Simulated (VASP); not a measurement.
Wanted: the native input for a VASP 6.6.1 run.

```
Task                   : single point
Functional             : SVWN5
Potentials or basis    : VASP PAW PBE potentials, release 64 (As_d, B)
Cutoff                 : 560 eV
k mesh                 : 10 × 10 × 10
Occupations            : fermi-dirac, width 0.05 eV
Spin                   : no spin polarisation
Dipole correction      : no
Further INCAR settings : ALGO = Normal; EDIFF = 1e-06; NBANDS = 16
```

The structure of BAs lies in POSCAR:

```
BAs
1.0
    0.0000000000      2.3656162647      2.3656162647
    2.3656162647      0.0000000000      2.3656162647
    2.3656162647      2.3656162647      0.0000000000
As B
1 1
Direct
    0.7500000000      0.7500000000      0.7500000000
    0.0000000000      0.0000000000      0.0000000000
```

One way to write it, as run:

INCAR

```
ALGO = Normal
EDIFF = 1E-6
ENCUT = 560
GGA = VW
GGA_COMPAT = F
ISIF = 2
ISMEAR = -1
LASPH = T
LCHARG = F
LREAL = F
LWAVE = F
NBANDS = 16
NELM = 120
PREC = Accurate
SIGMA = 0.05
```

KPOINTS

```
k-points
0
Gamma
  10 10 10
```

Potentials or basis: VASP PAW PBE potentials, release 64 (As_d, B).

Run with:

```console
$ cat potpaw_PBE.64/As_d/POTCAR potpaw_PBE.64/B/POTCAR > POTCAR
$ mpirun -np 1 vasp_std > vasp.out
```

It gave:

```json
{
 "Pressure": "0.1 GPa",
 "Band gap on the k mesh": "1.11 eV (least direct gap 3.29 eV)"
}
```

Caveat: the PAW data sets were made with another functional, which shifts forces and pressure a little.

Wall time 25 s on 1 thread of Intel(R) Xeon(R) Platinum 8259CL CPU @ 2.50GHz (Skylake/Cascade Lake), on a shared host, peak memory 0.15 GiB.
